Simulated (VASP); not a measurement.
A run of VASP 6.6.1 is set up as follows.

POSCAR

```
PbSe
1.0
    2.1377037770     -5.9967639440      0.0000000000
    2.1377037770      5.9967639440      0.0000000000
    0.0000000000      0.0000000000      4.4334888881
Pb Se
2 2
Direct
    0.6284359949      0.3715640051      0.7500000000
    0.3715640051      0.6284359949      0.2500000000
    0.8626836356      0.1373163644      0.7500000000
    0.1373163644      0.8626836356      0.2500000000
```

INCAR.step1

```
ALGO = Normal ; EDIFF = 1E-4
ENCUT = 520 ; GGA = PE
ISMEAR = 0 ; LASPH = True
LCHARG = False ; LREAL = False
LWAVE = True ; NBANDS = 28
NELM = 60 ; PREC = Accurate
SIGMA = 0.01
```

File INCAR.step2:

```
ALGO = Normal ; EDIFF = 1E-6
ENCUT = 520 ; ISIF = 2
ISMEAR = 0 ; ISTART = 1
LASPH = True ; LCHARG = False
LMIXTAU = True ; LREAL = False
LWAVE = False ; METAGGA = R2SCAN
NBANDS = 28 ; NELM = 60
PREC = Accurate ; SIGMA = 0.01
```

Contents of KPOINTS:

```
k-points
0
Gamma
  6 6 6
```

Potentials or basis: VASP PAW PBE potentials, release 64 (Pb_d, Se).

The run is started by

```bash
$ cat potpaw_PBE.64/Pb_d/POTCAR potpaw_PBE.64/Se/POTCAR > POTCAR
$ cp INCAR.step1 INCAR
$ mpirun -np 1 vasp_std > vasp.out
$ cp INCAR.step2 INCAR
$ mpirun -np 1 vasp_std > vasp.out
```

Problem. Predict the band gap on the k mesh.

Solution. 1.40 eV (least direct gap 1.55 eV).

Problem. Predict the pressure.

Solution. 1.0 GPa.

Problem. Estimate the largest force.

Solution. 0.009 eV/Å.

Forces on the atoms (eV/Å):
```
Pb   0.000 -0.009  0.000
Pb   0.000  0.009  0.000
Se   0.000  0.003  0.000
Se   0.000 -0.003  0.000
```

Caveat: the PAW data sets were made with another functional, which shifts forces and pressure a little; spin-orbit coupling is left out, which moves the levels of the heavy elements. A k mesh can miss the band edges.
